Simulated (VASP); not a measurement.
# HOs (P6_3mc) in VASP: single point with PBE

Aim: the single point of HOs with PBE.

Program: VASP 6.6.1. These are calculated values, not measurements. Logs are shortened: lines on timing, memory, paths and dates and some standing lists are left out, and cuts for length are marked.

### Step 1. The cell of the first run

The structure is hexagonal, space group P6_3mc (No. 186). The conventional cell has a = 2.922 Å, b = 2.922 Å, c = 4.808 Å, α = 90.00°, β = 90.00°, γ = 120.00°. Within 2.4 Å of H (site symmetry 3m) lie 4 Os at 1.78 to 1.80 Å. Within 2.4 Å of Os (site symmetry 3m) lie 4 H at 1.78 to 1.80 Å.

### Step 2. Single point, PBE

The input, INCAR:

```
PREC = Accurate
ENCUT = 500
EDIFF = 1E-6
ISMEAR = 0
SIGMA = 0.1
LREAL = False
LASPH = True
NELM = 120
ALGO = Normal
ISIF = 2
LWAVE = False
LCHARG = False
GGA = PE
NBANDS = 25
GGA_COMPAT = False
```

The input, KPOINTS:

```
Automatic mesh
0
Gamma
  18 18 10
```

The input, POSCAR:

```
HOs
1.0
    2.9218023676      0.0000000000      0.0000000000
   -1.4609011838      2.5303550751      0.0000000000
    0.0000000000      0.0000000000      4.8082522105
H Os
2 2
Direct
    0.3333333333      0.6666666667      1.0054799658
    0.6666666667      0.3333333333      0.5054799658
    0.3333333333      0.6666666667      0.3766200342
    0.6666666667      0.3333333333      0.8766200342
```

Potentials or basis: VASP PAW PBE potentials, release 64 (H, Os_sv_GW).

Run with:

```bash
$ cat potpaw_PBE.64/H/POTCAR potpaw_PBE.64/Os_sv_GW/POTCAR > POTCAR
$ mpirun -np 1 vasp_std > vasp.out
```

OUTCAR:

```text
PREC = Accurate
   ENCUT = 500
   EDIFF = 1E-6
   ISMEAR = 0
   LREAL = False
   LASPH = True
   NELM = 120
   ISIF = 2
   GGA = PE

 ion  position               nearest neighbor table
   1  0.333  0.667  0.005-   3 1.78   4 1.80   4 1.80   4 1.80
   2  0.667  0.333  0.505-   4 1.78   3 1.80   3 1.80   3 1.80
   3  0.333  0.667  0.377-   1 1.78   2 1.80   2 1.80   2 1.80   4 2.94   4 2.94   4 2.94   4 2.94
                             4 2.94   4 2.94
   4  0.667  0.333  0.877-   2 1.78   1 1.80   1 1.80   1 1.80   3 2.94   3 2.94   3 2.94   3 2.94
                             3 2.94   3 2.94

  LATTYP: Found a hexagonal cell.
 ALAT       =     2.9218023676
 C/A-ratio  =     1.6456459423

  Lattice vectors:

 A1 = (   2.9218023676,   0.0000000000,   0.0000000000)
 A2 = (  -1.4609011838,   2.5303550751,   0.0000000000)
 A3 = (   0.0000000000,   0.0000000000,   4.8082522105)

Analysis of symmetry for initial positions (statically):
=====================================================================
 Subroutine PRICEL returns:
 Original cell was already a primitive cell.

 Routine SETGRP: Setting up the symmetry group for a
 hexagonal supercell.

 Subroutine GETGRP returns: Found 12 space group operations
 (whereof  6 operations were pure point group operations)
 out of a pool of 24 trial point group operations.

The static configuration has the point symmetry C_3v.
 The point group associated with its full space group is C_6v.

Analysis of symmetry for dynamics (positions and initial velocities):
=====================================================================
 Subroutine PRICEL returns:
 Original cell was already a primitive cell.

 Routine SETGRP: Setting up the symmetry group for a
 hexagonal supercell.

 Subroutine GETGRP returns: Found 12 space group operations
 (whereof  6 operations were pure point group operations)
 out of a pool of 24 trial point group operations.

The dynamic configuration has the point symmetry C_3v.
 The point group associated with its full space group is C_6v.

 Subroutine INISYM returns: Found 12 space group operations
 (whereof  6 operations are pure point group operations),
 and found     1 'primitive' translations

----------------------------------------------------------------------------------------

                                     Primitive cell

  volume of cell :      35.5484

  direct lattice vectors                    reciprocal lattice vectors
     2.921802368  0.000000000  0.000000000     0.342254497  0.197600726  0.000000000
    -1.460901184  2.530355075  0.000000000     0.000000000  0.395201452  0.000000000
     0.000000000  0.000000000  4.808252211     0.000000000  0.000000000  0.207975779

  length of vectors
     2.921802368  2.921802368  4.808252211     0.395201452  0.395201452  0.207975779

  position of ions in fractional coordinates (direct lattice)
     0.333333333  0.666666667  0.005479966
     0.666666667  0.333333333  0.505479966
     0.333333333  0.666666667  0.376620034
     0.666666667  0.333333333  0.876620034

  ion indices of the primitive-cell ions
   primitive index   ion index
                 1           1
                 2           2
                 3           3
                 4           4

----------------------------------------------------------------------------------------

 KPOINTS: Automatic mesh

Automatic generation of k-mesh.
 Grid dimensions read from file:
 generate k-points for:   18   18   10

 Generating k-lattice:

  Cartesian coordinates                     Fractional coordinates (reciprocal lattice)
     0.019014139  0.010977818  0.000000000     0.055555556  0.000000000  0.000000000
     0.000000000  0.021955636  0.000000000     0.000000000  0.055555556  0.000000000
     0.000000000  0.000000000  0.020797578     0.000000000  0.000000000  0.100000000

  Length of vectors
     0.021955636  0.021955636  0.020797578

  Shift w.r.t. Gamma in fractional coordinates (k-lattice)
     0.000000000  0.000000000  0.000000000

 Subroutine IBZKPT returns following result:
 ===========================================

 Found    222 irreducible k-points:

 Following reciprocal coordinates:
            Coordinates               Weight
  0.000000  0.000000  0.000000      1.000000
  0.055556 -0.000000  0.000000      6.000000
  0.111111 -0.000000  0.000000      6.000000
  0.166667  0.000000  0.000000      6.000000
  0.222222 -0.000000  0.000000      6.000000
  0.277778  0.000000  0.000000      6.000000
[... 16 lines left out ...]
  0.333333  0.111111  0.000000     12.000000
  0.388889  0.111111  0.000000     12.000000
 [... further k-points ...]
   k-points           NKPTS =    222   k-points in BZ     NKDIM =    222   number of bands    NBANDS=     25
   number of dos      NEDOS =    301   number of ions     NIONS =      4
   total plane-waves  NPLWV =  20736
   dimension x,y,z NGX =    24 NGY =   24 NGZ =   36
   dimension x,y,z NGXF=    48 NGYF=   48 NGZF=   72
   ions per type =               2   2
   NGX,Y,Z   is equivalent  to a cutoff of  13.66, 13.66, 12.45 a.u.
   NGXF,Y,Z  is equivalent  to a cutoff of  27.31, 27.31, 24.89 a.u.
 SYSTEM =  unknown system
   PREC   = accura    normal or accurate (medium, high low for compatibility)
   ISTART =      0    job   : 0-new  1-cont  2-samecut
   ICHARG =      2    charge: 1-file 2-atom 10-const
   ISPIN  =      1    spin polarized calculation?
   LNONCOLLINEAR =      F non collinear calculations
   LSORBIT =      F    spin-orbit coupling
   LASPH  =      T    aspherical Exc in radial PAW
   ENCUT  =  500.0 eV  36.75 Ry    6.06 a.u.   5.33  5.33  8.77*2*pi/ulx,y,z
   NELM   =    120;   NELMIN=  2; NELMDL= -5     # of ELM steps
   EDIFF  = 0.1E-05   stopping-criterion for ELM
   LREAL  =      F    real-space projection
   EDIFFG = 0.1E-04   stopping-criterion for IOM
   NSW    =      0    number of steps for IOM
   IBRION =     -1    ionic relax: 0-MD 1-quasi-New 2-CG
   NFREE  =      0    steps in history (QN), initial steepest desc. (CG)
   ISIF   =      2    stress and relaxation
   ISYM   =      2    0-nonsym 1-usesym 2-fastsym
   POTIM  = 0.5000    time-step for ionic-motion
   TEBEG  =    0.0;   TEEND  =   0.0 temperature during run
   PSTRESS=    0.0 pullay stress
   NELECT =      34.0000    total number of electrons
   NUPDOWN=      -1.0000    fix difference up-down
   EMIN   =  10.00;   EMAX   =-10.00  energy-range for DOS
   EFERMI =   0.00;   METHOD = LEGACY
   ISMEAR =     0;   SIGMA  =   0.10  broadening in eV -4-tet -1-fermi 0-gaus
   EFERMI_NEDOS =   21; number of points for ismear=-14 and -15
   IALGO  =     38    algorithm
   IMIX   =      4    mixing-type and parameters
     AMIX     =   0.40;   BMIX     =  1.00
     AMIX_MAG =   1.60;   BMIX_MAG =  1.00
  volume/ion in A,a.u.               =       8.89        59.97
  Fermi-wavevector in a.u.,A,eV,Ry     =   1.612976  3.048083 35.398171  2.601692
  Thomas-Fermi vector in A             =   2.708120
   LORBIT       =      0    0 simple, 1 ext, 2 COOP (PROOUT), +10 PAW based schemes
   GGA     = PE    functional components
   LHFCALC =     F    Hartree Fock is set to
   AEXX    =    0.0000 exact exchange contribution
   IVDW    =     0    specifies the selected vdW correction
   LEPSILON=     F    determine dielectric tensor
   LRPA    =     F    only Hartree local field effects (RPA)
 non-spin polarized calculation
 Gauss-broadening in eV      SIGMA  =   0.10
  energy-cutoff  :      500.00
  volume of cell :       35.55
 maximum number of plane-waves:       920
 NGX is ok and might be reduce to    24
   NGX = 11   NGY = 11   NGZ = 17

 number of electron      34.0000004 magnetization

 Free energy of the ion-electron system (eV)
  ---------------------------------------------------
  ext. energy  EPLUGINS =         0.00000000
  ---------------------------------------------------
  free energy    TOTEN  =       -28.91768158 eV

  energy without entropy =      -28.90429834  energy(sigma->0) =      -28.91098996

 E-fermi :  11.3947     XC(G=0): -13.5949

 val. band max:       11.3882456032   @ k =   0.3889   0.0556   0.1000
 cond. band min:      11.4042863078   @ k =   0.1667   0.0556   0.4000
 fundamental gap:      0.0160407046
 Fermi energy:        11.3946816535

 k-point     1 :       0.0000    0.0000    0.0000
  band No.  band energies     occupation
      1     -75.2815      2.00000
      2     -75.2476      2.00000
      3     -35.0021      2.00000
      4     -34.5336      2.00000
      5     -34.5336      2.00000
      6     -34.4980      2.00000
[... 17 lines left out ...]
     24      23.9882      0.00000
     25      28.2173      0.00000

 k-point     2 :       0.0556   -0.0000    0.0000
  band No.  band energies     occupation
      1     -75.2806      2.00000
      2     -75.2468      2.00000
      3     -34.9972      2.00000
      4     -34.5449      2.00000
      5     -34.5363      2.00000
      6     -34.5000      2.00000
[... 17 lines left out ...]
     24      24.1519      0.00000
     25      27.6580      0.00000

 k-point     3 :       0.1111   -0.0000    0.0000
  band No.  band energies     occupation
      1     -75.2779      2.00000
      2     -75.2454      2.00000
      3     -34.9826      2.00000
      4     -34.5799      2.00000
      5     -34.5469      2.00000
      6     -34.5128      2.00000
[... 17 lines left out ...]
     24      24.5627      0.00000
     25      26.6800      0.00000

 k-point     4 :       0.1667    0.0000    0.0000
  band No.  band energies     occupation
      1     -75.2737      2.00000
      2     -75.2431      2.00000
      3     -34.9595      2.00000
      4     -34.6328      2.00000
      5     -34.5681      2.00000
      6     -34.5626      2.00000
[... 17 lines left out ...]
     24      24.6425      0.00000
     25      25.8203      0.00000
[... 477 lines left out ...]
 k-point    22 :       0.2778    0.1111    0.0000
  band No.  band energies     occupation
      1     -75.2545      2.00000
      2     -75.2361      2.00000
      3     -34.8556      2.00000
      4     -34.8201      2.00000
      5     -34.7765      2.00000
      6     -34.6364      2.00000
[... 17 lines left out ...]
     24      20.6692      0.00000
     25      23.2397      0.00000

 k-point    23 :       0.3333    0.1111    0.0000
  band No.  band energies     occupation
      1     -75.2493      2.00000
      2     -75.2350      2.00000
      3     -34.8810      2.00000
      4     -34.8209      2.00000
      5     -34.8028      2.00000
      6     -34.6575      2.00000
[... 17 lines left out ...]
     24      20.2025      0.00000
     25      22.4703      0.00000

 k-point    24 :       0.3889    0.1111    0.0000
  band No.  band energies     occupation
      1     -75.2458      2.00000
      2     -75.2346      2.00000
      3     -34.9115      2.00000
      4     -34.8440      2.00000
      5     -34.7788      2.00000
      6     -34.6711      2.00000
[... 17 lines left out ...]
     24      20.2214      0.00000
     25      21.5317      0.00000

 [... further k-points ...]

------------------------ aborting loop because EDIFF is reached ----------------------------------------

  FORCE on cell =-STRESS in cart. coord.  units (eV):
  Direction    XX          YY          ZZ          XY          YZ          ZX
  --------------------------------------------------------------------------------------
  -------------------------------------------------------------------------------------
  Total       -0.4768674     -0.4768674     -0.4711606      0.0000000      0.0000000      0.0000000
  in kB      -21.4925853    -21.4925853    -21.2353785      0.0000000      0.0000000      0.0000000
  external PRESSURE =     -21.4068497 kB  Pullay stress =       0.0000000 kB

 VOLUME and BASIS-vectors are now :
 -----------------------------------------------------------------------------
  energy-cutoff  :      500.00
  volume of cell :       35.55
      direct lattice vectors                 reciprocal lattice vectors
     2.921802368  0.000000000  0.000000000     0.342254497  0.197600726  0.000000000
    -1.460901184  2.530355075  0.000000000     0.000000000  0.395201452  0.000000000
     0.000000000  0.000000000  4.808252211     0.000000000  0.000000000  0.207975779

 POSITION                                       TOTAL-FORCE (eV/Angst)
 -----------------------------------------------------------------------------------
     -0.00000      1.68690      0.02635        -0.000000      0.000000     -0.000020
      1.46090      0.84345      2.43048        -0.000000      0.000000     -0.000020
     -0.00000      1.68690      1.81088         0.000000     -0.000000      0.000020
      1.46090      0.84345      4.21501        -0.000000      0.000000      0.000020
 -----------------------------------------------------------------------------------
    total drift:                               -0.000001      0.000000     -0.000242

  FREE ENERGIE OF THE ION-ELECTRON SYSTEM (eV)
  ---------------------------------------------------
  free  energy   TOTEN  =       -28.9176815849 eV

  energy  without entropy=      -28.9042983392  energy(sigma->0) =      -28.91098996
```

Wall time 2 min (1 thread of Intel Xeon 6975P-C (Granite Rapids), shared host); peak memory 0.28 GiB.

What came out:

```yaml
Free_energy: -28.9177 eV
Pressure: -2.1 GPa
Band_gap_on_the_k_mesh: zero (bands 17 and 18 overlap by 3.03 eV)
```

Caveat: spin-orbit coupling is left out, which moves the levels of the heavy elements.
